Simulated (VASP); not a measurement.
# CuAu3 (Pm-3m) in VASP: notebook

CuAu3 is run at these levels: r2SCAN; tasks: single point.

Program: VASP 6.6.1. These are calculated values, not measurements. Logs are shortened: lines on timing, memory, paths and dates and some standing lists are left out, and cuts for length are marked.

### Step 1. The cell of the first run

Symmetry: Pm-3m, No. 221, cubic system. Conventional cell: a = 4.011 Å, b = 4.011 Å, c = 4.011 Å, α = 90.00°, β = 90.00°, γ = 90.00°. Within 3.7 Å of Cu (site symmetry m-3m) lie 12 Au at 2.84 Å. Within 3.7 Å of Au (site symmetry 4/mmm) lie 4 Cu at 2.84 Å and 8 Au at 2.84 Å.

### Step 2. Single point, r2SCAN

Contents of POSCAR:

```
CuAu3
1.0
    4.0109680156      0.0000000000      0.0000000000
    0.0000000000      4.0109680156      0.0000000000
    0.0000000000      0.0000000000      4.0109680156
Cu Au
1 3
Direct
    0.0000000000      0.0000000000      0.0000000000
    0.0000000000      0.5000000000      0.5000000000
    0.5000000000      0.0000000000      0.5000000000
    0.5000000000      0.5000000000      0.0000000000
```

Contents of INCAR.step1:

```
SYSTEM = CuAu3
ALGO     = Normal         ! electronic algorithm
EDIFF    = 1E-4           ! SCF threshold, eV
ENCUT    = 520            ! plane-wave cutoff, eV
GGA      = PE             ! functional
ISMEAR   = 0              ! smearing method
LASPH    = .True.         ! aspherical terms in the spheres
LCHARG   = .False.        ! write CHGCAR
LREAL    = .False.        ! projectors in reciprocal space
LWAVE    = .True.         ! write WAVECAR
NBANDS   = 30             ! bands
NELM     = 80             ! most SCF steps
PREC     = Accurate       ! precision mode
SIGMA    = 0.1            ! smearing width, eV
```

Contents of INCAR.step2:

```
SYSTEM = CuAu3
ALGO     = Normal         ! electronic algorithm
EDIFF    = 1E-6           ! SCF threshold, eV
ENCUT    = 520            ! plane-wave cutoff, eV
ISIF     = 2              ! what is computed and relaxed
ISMEAR   = 0              ! smearing method
ISTART   = 1            
LASPH    = .True.         ! aspherical terms in the spheres
LCHARG   = .True.         ! write CHGCAR
LELF     = .True.         ! ELF
LMIXTAU  = .True.       
LREAL    = .False.        ! projectors in reciprocal space
LVHAR    = .True.       
LWAVE    = .False.        ! write WAVECAR
METAGGA  = R2SCAN         ! meta-GGA
NBANDS   = 30             ! bands
NELM     = 80             ! most SCF steps
PREC     = Accurate       ! precision mode
SIGMA    = 0.1            ! smearing width, eV
```

Contents of KPOINTS:

```
k-points
0
Gamma
  14 14 14
  0 0 0
```

Potentials or basis: VASP PAW PBE potentials, release 64 (Cu, Au).

Command:

```console
> cat potpaw_PBE.64/Cu/POTCAR potpaw_PBE.64/Au/POTCAR > POTCAR
> cp INCAR.step1 INCAR
> mpirun -np 1 vasp_std > vasp.out
> cp INCAR.step2 INCAR
> mpirun -np 1 vasp_std > vasp.out
```

OUTCAR:

```text
SYSTEM = CuAu3
   EDIFF = 1E-6
   ENCUT = 520
   ISIF = 2
   ISMEAR = 0
   ISTART = 1
   LASPH = .True.
   LREAL = .False.
   METAGGA = R2SCAN
   NELM = 80
   PREC = Accurate

 ion  position               nearest neighbor table
   1  0.000  0.000  0.000-   2 2.84   3 2.84   4 2.84   2 2.84   3 2.84   2 2.84   4 2.84   2 2.84
                             3 2.84   4 2.84   3 2.84   4 2.84
   2  0.000  0.500  0.500-   1 2.84   3 2.84   4 2.84   1 2.84   4 2.84   1 2.84   3 2.84   1 2.84
                             3 2.84   4 2.84   4 2.84   3 2.84
   3  0.500  0.000  0.500-   1 2.84   2 2.84   4 2.84   1 2.84   4 2.84   2 2.84   4 2.84   4 2.84
                             1 2.84   2 2.84   1 2.84   2 2.84
   4  0.500  0.500  0.000-   1 2.84   2 2.84   3 2.84   2 2.84   3 2.84   1 2.84   3 2.84   3 2.84
                             1 2.84   2 2.84   2 2.84   1 2.84

  LATTYP: Found a simple cubic cell.
 ALAT       =     4.0109680156

  Lattice vectors:

 A1 = (   4.0109680156,   0.0000000000,   0.0000000000)
 A2 = (   0.0000000000,   4.0109680156,   0.0000000000)
 A3 = (   0.0000000000,   0.0000000000,   4.0109680156)

Analysis of symmetry for initial positions (statically):
=====================================================================
 Subroutine PRICEL returns:
 Original cell was already a primitive cell.

 Routine SETGRP: Setting up the symmetry group for a
 simple cubic supercell.

 Subroutine GETGRP returns: Found 48 space group operations
 (whereof 48 operations were pure point group operations)
 out of a pool of 48 trial point group operations.

The static configuration has the point symmetry O_h .

Analysis of symmetry for dynamics (positions and initial velocities):
=====================================================================
 Subroutine PRICEL returns:
 Original cell was already a primitive cell.

 Routine SETGRP: Setting up the symmetry group for a
 simple cubic supercell.

 Subroutine GETGRP returns: Found 48 space group operations
 (whereof 48 operations were pure point group operations)
 out of a pool of 48 trial point group operations.

The dynamic configuration has the point symmetry O_h .

 Subroutine INISYM returns: Found 48 space group operations
 (whereof 48 operations are pure point group operations),
 and found     1 'primitive' translations

----------------------------------------------------------------------------------------

                                     Primitive cell

  volume of cell :      64.5279

[... 94 lines left out ...]
   EDIFFG = 0.1E-04   stopping-criterion for IOM
   NSW    =      0    number of steps for IOM
   IBRION =     -1    ionic relax: 0-MD 1-quasi-New 2-CG
   NFREE  =      0    steps in history (QN), initial steepest desc. (CG)
   ISIF   =      2    stress and relaxation
   ISYM   =      2    0-nonsym 1-usesym 2-fastsym
   POTIM  = 0.5000    time-step for ionic-motion
   TEBEG  =    0.0;   TEEND  =   0.0 temperature during run
   PSTRESS=    0.0 pullay stress
   NELECT =      44.0000    total number of electrons
   NUPDOWN=      -1.0000    fix difference up-down
   EMIN   =  10.00;   EMAX   =-10.00  energy-range for DOS
   EFERMI =   0.00;   METHOD = LEGACY
   ISMEAR =     0;   SIGMA  =   0.10  broadening in eV -4-tet -1-fermi 0-gaus
   EFERMI_NEDOS =   21; number of points for ismear=-14 and -15
   IALGO  =     38    algorithm
   IMIX   =      4    mixing-type and parameters
     AMIX     =   0.40;   BMIX     =  1.00
     AMIX_MAG =   1.60;   BMIX_MAG =  1.00
  volume/ion in A,a.u.               =      16.13       108.86
  Fermi-wavevector in a.u.,A,eV,Ry     =   1.440931  2.722965 28.249534  2.076282
  Thomas-Fermi vector in A             =   2.559620
   LORBIT       =      0    0 simple, 1 ext, 2 COOP (PROOUT), +10 PAW based schemes
   METAGGA = R2SCAN    functional components
   LHFCALC =     F    Hartree Fock is set to
   AEXX    =    0.0000 exact exchange contribution
   IVDW    =     0    specifies the selected vdW correction
   LEPSILON=     F    determine dielectric tensor
   LRPA    =     F    only Hartree local field effects (RPA)
 non-spin polarized calculation
 Gauss-broadening in eV      SIGMA  =   0.10
  energy-cutoff  :      520.00
  volume of cell :       64.53
 maximum number of plane-waves:      1763
 NGX is ok and might be reduce to    30
   NGX = 15   NGY = 15   NGZ = 15

 number of electron      44.0000026 magnetization

 Free energy of the ion-electron system (eV)
  ---------------------------------------------------
  ext. energy  EPLUGINS =         0.00000000
  ---------------------------------------------------
  free energy    TOTEN  =      -162.71710378 eV

  energy without entropy =     -162.71285450  energy(sigma->0) =     -162.71497914

 E-fermi :   8.7647     XC(G=0): -13.4688

 val. band max:        8.7339580786   @ k =   0.3571   0.3571   0.0714
 cond. band min:       8.7884260673   @ k =   0.2857   0.2143   0.2143
 fundamental gap:      0.0544679887
 Fermi energy:         8.7646535215

 k-point     1 :       0.0000    0.0000    0.0000
  band No.  band energies     occupation
      1      -1.2448      2.00000
      2       1.1563      2.00000
      3       1.9137      2.00000
      4       1.9137      2.00000
      5       1.9137      2.00000
      6       2.0629      2.00000
[... 781 lines left out ...]
     29      19.4691      0.00000
     30      20.4606      0.00000

 [... further k-points ...]

------------------------ aborting loop because EDIFF is reached ----------------------------------------

  FORCE on cell =-STRESS in cart. coord.  units (eV):
  Direction    XX          YY          ZZ          XY          YZ          ZX
  --------------------------------------------------------------------------------------
  -------------------------------------------------------------------------------------
  Total        0.0882494      0.0882494      0.0882494     -0.0000000     -0.0000000     -0.0000000
  in kB        2.1911631      2.1911631      2.1911631     -0.0000000     -0.0000000     -0.0000000
  external PRESSURE =       2.1911631 kB  Pullay stress =       0.0000000 kB

 VOLUME and BASIS-vectors are now :
 -----------------------------------------------------------------------------
  energy-cutoff  :      520.00
  volume of cell :       64.53
      direct lattice vectors                 reciprocal lattice vectors
     4.010968016  0.000000000  0.000000000     0.249316374  0.000000000  0.000000000
     0.000000000  4.010968016  0.000000000     0.000000000  0.249316374  0.000000000
     0.000000000  0.000000000  4.010968016     0.000000000  0.000000000  0.249316374

 POSITION                                       TOTAL-FORCE (eV/Angst)
 -----------------------------------------------------------------------------------
      0.00000      0.00000      0.00000         0.000000      0.000000      0.000000
      0.00000      2.00548      2.00548         0.000000      0.000000      0.000000
      2.00548      0.00000      2.00548         0.000000      0.000000      0.000000
      2.00548      2.00548      0.00000         0.000000      0.000000      0.000000
 -----------------------------------------------------------------------------------
    total drift:                                0.000000      0.000000     -0.000000

  FREE ENERGIE OF THE ION-ELECTRON SYSTEM (eV)
  ---------------------------------------------------
  free  energy   TOTEN  =      -162.7171037833 eV

  energy  without entropy=     -162.7128544977  energy(sigma->0) =     -162.71497914
```

OUTCAR.step1:

```text
SYSTEM = CuAu3
   EDIFF = 1E-4
   ENCUT = 520
   GGA = PE
   ISMEAR = 0
[... 1025 lines left out ...]
      0.00000      0.00000      0.00000         0.000000      0.000000      0.000000
      0.00000      2.00548      2.00548         0.000000      0.000000      0.000000
      2.00548      0.00000      2.00548         0.000000      0.000000      0.000000
      2.00548      2.00548      0.00000         0.000000      0.000000      0.000000
 -----------------------------------------------------------------------------------
    total drift:                                0.000000      0.000000     -0.000000

  FREE ENERGIE OF THE ION-ELECTRON SYSTEM (eV)
  ---------------------------------------------------
  free  energy   TOTEN  =       -13.4794653243 eV

  energy  without entropy=      -13.4745738179  energy(sigma->0) =      -13.47701957
```

OSZICAR.step1:

```text
N       E                     dE             d eps       ncg     rms          rms(c)
DAV:   1     0.363967660894E+03    0.36397E+03   -0.21602E+04  7336   0.180E+03
DAV:   2     0.772611632927E+01   -0.35624E+03   -0.33118E+03  7660   0.392E+02
DAV:   3    -0.144809416374E+02   -0.22207E+02   -0.21383E+02  8106   0.101E+02
DAV:   4    -0.149006654557E+02   -0.41972E+00   -0.41907E+00  8200   0.128E+01
DAV:   5    -0.149137151432E+02   -0.13050E-01   -0.13049E-01  9814   0.245E+00    0.169E+01
DAV:   6    -0.138940288188E+02    0.10197E+01   -0.84788E+00  9994   0.553E+01    0.913E+00
DAV:   7    -0.137678596510E+02    0.12617E+00   -0.38991E+00  8618   0.849E+01    0.100E+01
DAV:   8    -0.134876813509E+02    0.28018E+00   -0.31183E+00 10032   0.243E+01    0.389E+00
DAV:   9    -0.134904889855E+02   -0.28076E-02   -0.17917E-01  9756   0.103E+01    0.844E-01
DAV:  10    -0.134796310363E+02    0.10858E-01   -0.81396E-02  8578   0.655E+00    0.146E-01
DAV:  11    -0.134794761874E+02    0.15485E-03   -0.25577E-03  9274   0.941E-01    0.507E-02
DAV:  12    -0.134794653243E+02    0.10863E-04   -0.25562E-04  5376   0.373E-01
   1 F= -.13479465E+02 E0= -.13477020E+02  d E =-.489151E-02
```

Run time: 26 min. Hardware: 1 thread of AMD EPYC 7R43 (Zen 3), shared host; peak memory 0.29 GiB.

What came out:

```yaml
Free_energy: -162.7171 eV
Pressure: 0.2 GPa
Band_gap_on_the_k_mesh: zero (bands 22 and 23 overlap by 2.05 eV)
```

Levels at points of the mesh, in eV from the Fermi level:
```
           k point  band 18  band 19  band 20  band 21  band 22  band 23  band 24  band 25  band 26  band 27
(0.00, 0.00, 0.00)    -1.77    -1.62    -1.62    -1.62     1.16     1.16     1.16     5.96     5.96     6.98
(0.50, 0.00, 0.00)    -2.39    -2.24    -2.08    -1.76    -1.62     5.46     5.66     6.09     6.09     6.65
(0.50, 0.50, 0.00)    -2.30    -2.28    -2.28    -0.88    -0.24    -0.18    -0.18     8.69     9.23     9.45
(0.50, 0.50, 0.50)    -1.82    -1.80    -1.80    -0.90    -0.88    -0.88    -0.88     2.93     2.93     2.93
```

Caveat: the PAW data sets were made with another functional, which shifts forces and pressure a little; spin-orbit coupling is left out, which moves the levels of the heavy elements.

### Step 3. Single point, r2SCAN (equal strain along all axes, cell held: +2.0 %)

Contents of POSCAR:

```
CuAu3
1.0
    4.0911873759      0.0000000000      0.0000000000
    0.0000000000      4.0911873759      0.0000000000
    0.0000000000      0.0000000000      4.0911873759
Cu Au
1 3
Direct
    0.0000000000      0.0000000000      0.0000000000
    0.0000000000      0.5000000000      0.5000000000
    0.5000000000      0.0000000000      0.5000000000
    0.5000000000      0.5000000000      0.0000000000
```

Contents of INCAR.step1:

```
PREC = Accurate
ENCUT = 520
ISMEAR = 0
SIGMA = 0.1
LREAL = F
LASPH = T
NELM = 80
NBANDS = 30
GGA = PE
ALGO = Normal
EDIFF = 1E-4
LWAVE = T
LCHARG = F
```

Contents of INCAR.step2:

```
PREC = Accurate
ENCUT = 520
EDIFF = 1E-6
ISMEAR = 0
SIGMA = 0.1
LREAL = F
LASPH = T
NELM = 80
ALGO = Normal
ISIF = 2
LWAVE = F
LCHARG = T
METAGGA = R2SCAN
LMIXTAU = T
LELF = T
LVHAR = T
NBANDS = 30
ISTART = 1
```

Contents of KPOINTS:

```
Automatic mesh
0
Gamma
  14 14 14
```

Potentials or basis: VASP PAW PBE potentials, release 64 (Cu, Au).

Command:

```console
> cat potpaw_PBE.64/Cu/POTCAR potpaw_PBE.64/Au/POTCAR > POTCAR
> cp INCAR.step1 INCAR
> mpirun -np 1 vasp_std > vasp.out
> cp INCAR.step2 INCAR
> mpirun -np 1 vasp_std > vasp.out
```

OUTCAR:

```text
PREC = Accurate
   ENCUT = 520
   EDIFF = 1E-6
   ISMEAR = 0
   LREAL = F
   LASPH = T
   NELM = 80
   ISIF = 2
   METAGGA = R2SCAN
   ISTART = 1

 ion  position               nearest neighbor table
   1  0.000  0.000  0.000-   2 2.89   3 2.89   4 2.89   2 2.89   3 2.89   2 2.89   4 2.89   2 2.89
                             3 2.89   4 2.89   3 2.89   4 2.89
   2  0.000  0.500  0.500-   1 2.89   3 2.89   4 2.89   1 2.89   4 2.89   1 2.89   3 2.89   1 2.89
                             3 2.89   4 2.89   4 2.89   3 2.89
   3  0.500  0.000  0.500-   1 2.89   2 2.89   4 2.89   1 2.89   4 2.89   2 2.89   4 2.89   4 2.89
[... 996 lines left out ...]
  --------------------------------------------------------------------------------------
  -------------------------------------------------------------------------------------
  Total       -3.3028031     -3.3028031     -3.3028031      0.0000000     -0.0000000      0.0000000
  in kB      -77.2760928    -77.2760928    -77.2760928      0.0000000     -0.0000000      0.0000000
  external PRESSURE =     -77.2760928 kB  Pullay stress =       0.0000000 kB

 VOLUME and BASIS-vectors are now :
 -----------------------------------------------------------------------------
  energy-cutoff  :      520.00
  volume of cell :       68.48
      direct lattice vectors                 reciprocal lattice vectors
     4.091187376  0.000000000  0.000000000     0.244427817  0.000000000  0.000000000
     0.000000000  4.091187376  0.000000000     0.000000000  0.244427817  0.000000000
     0.000000000  0.000000000  4.091187376     0.000000000  0.000000000  0.244427817

 POSITION                                       TOTAL-FORCE (eV/Angst)
 -----------------------------------------------------------------------------------
      0.00000      0.00000      0.00000         0.000000      0.000000      0.000000
      0.00000      2.04559      2.04559         0.000000      0.000000      0.000000
      2.04559      0.00000      2.04559         0.000000      0.000000      0.000000
      2.04559      2.04559      0.00000         0.000000      0.000000      0.000000
 -----------------------------------------------------------------------------------
    total drift:                                0.000000      0.000000     -0.000000

  FREE ENERGIE OF THE ION-ELECTRON SYSTEM (eV)
  ---------------------------------------------------
  free  energy   TOTEN  =      -162.6199491456 eV

  energy  without entropy=     -162.6159887439  energy(sigma->0) =     -162.61796894
```

It took 26 min on 1 thread of AMD EPYC 7R43 (Zen 3), shared host; peak memory 0.3 GiB.

Results:

```yaml
Free_energy: -162.6199 eV
Pressure: -7.7 GPa
Band_gap_on_the_k_mesh: zero (bands 22 and 23 overlap by 1.93 eV)
```

Caveat: the cell differs from its parent crystal (equal strain along all axes, cell held: +2.0 %); the cell stands under tension; the PAW data sets were made with another functional, which shifts forces and pressure a little; spin-orbit coupling is left out, which moves the levels of the heavy elements.

The gap in the log of VASP goes by the Fermi energy; the results here count the filled bands.